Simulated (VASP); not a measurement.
Input of a VASP 6.6.1 run:

INCAR

```
SYSTEM = RbBr
PREC = Accurate ; ENCUT = 520
EDIFF = 1E-6 ; ISMEAR = 0
SIGMA = 0.05 ; LREAL = .False.
LASPH = .True. ; NELM = 80
ALGO = Normal ; ISIF = 2
LWAVE = .False. ; LCHARG = .False.
GGA = PS ; NBANDS = 15
```

Contents of KPOINTS:

```
Automatic mesh
0
Gamma
  6 6 6
  0 0 0
```

The input POSCAR:

```
RbBr
1.0
    4.0701688540      0.0000000000      0.0000000000
    0.0000000000      4.0701688540      0.0000000000
    0.0000000000      0.0000000000      4.0701688540
Rb Br
1 1
Direct
    0.0000000000     -0.0992287032      0.0000000000
    0.5000000000      0.6061381027      0.5000000000
```

Potentials or basis: VASP PAW PBE potentials, release 64 (Rb_sv, Br).

Run with:

```sh
$ cat potpaw_PBE.64/Rb_sv/POTCAR potpaw_PBE.64/Br/POTCAR > POTCAR
$ mpirun -np 1 vasp_std > vasp.out
```

(1) Predict the largest force.

(2) Estimate the band gap on the k mesh.

Results:

(1) 0.786 eV/Å.

(2) 4.04 eV, indirect (least direct gap 4.24 eV).

Caveat: the cell differs from its parent crystal (mode 5 frozen in at -0.432 Å and mode 6 at +0.000 Å (largest displacements)); the PAW data sets were made with another functional, which shifts forces and pressure a little.
